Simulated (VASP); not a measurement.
Here is a VASP 6.6.1 calculation.

INCAR

```
SYSTEM = TiO
  PREC = Accurate
  ENCUT = 600
  EDIFF = 1E-7
  ISMEAR = -1
  SIGMA = 0.05
  LREAL = .FALSE.
  LASPH = .TRUE.
  NELM = 80
  ALGO = Normal
  ISIF = 3
  LWAVE = .FALSE.
  LCHARG = .FALSE.
  GGA = PS
  IBRION = 2
  NSW = 60
  EDIFFG = -0.01
```

File KPOINTS:

```
regular mesh
0
G
  6 6 9
  0 0 0
```

File POSCAR:

```
TiO
1.0
    4.9890877720      0.0000000000      0.0000000000
   -2.4945438860      4.3206767523      0.0000000000
    0.0000000000      0.0000000000      2.8733134400
Ti O
3 3
Direct
    0.0000000000      0.0000000000      0.0000000000
    0.3333333333      0.6666666667      0.5000000000
    0.6666666667      0.3333333333      0.5000000000
    0.0000000000      0.3944407600      0.0000000000
    0.3944407600      0.0000000000      0.0000000000
    0.6055592400      0.6055592400      0.0000000000
```

Potentials or basis: VASP PAW PBE potentials, release 64 (Ti_sv, O).

Run with:

```bash
$ cat potpaw_PBE.64/Ti_sv/POTCAR potpaw_PBE.64/O/POTCAR > POTCAR
$ mpirun -np 1 vasp_std > vasp.out
```

Q: What does it give for the relaxed volume?

A: 10.08 Å³/atom.

Q: Estimate the band gap on the k mesh.

A: Zero (band 27 reaches 11.43 eV, above the bottom of band 28 at 10.02 eV).

Q: What does it give for the relaxed cell?

A: a = 4.960 Å, b = 4.960 Å, c = 2.840 Å, α = 90.00°, β = 90.00°, γ = 120.00°.

Q: What does it give for the space group after relaxing (to 0.05 Å)?

A: P-62m (No. 189).

Forces on the atoms (eV/Å):
```
Ti   0.000  0.000  0.000
Ti   0.000  0.000  0.000
Ti   0.000  0.000  0.000
O   -0.002  0.003  0.000
O    0.004  0.000  0.000
O   -0.002 -0.003  0.000
```

Caveat: the PAW data sets were made with another functional, which shifts forces and pressure a little; semilocal functionals often make such compounds metallic where correlation or magnetic order opens a gap, which also shifts bond lengths.
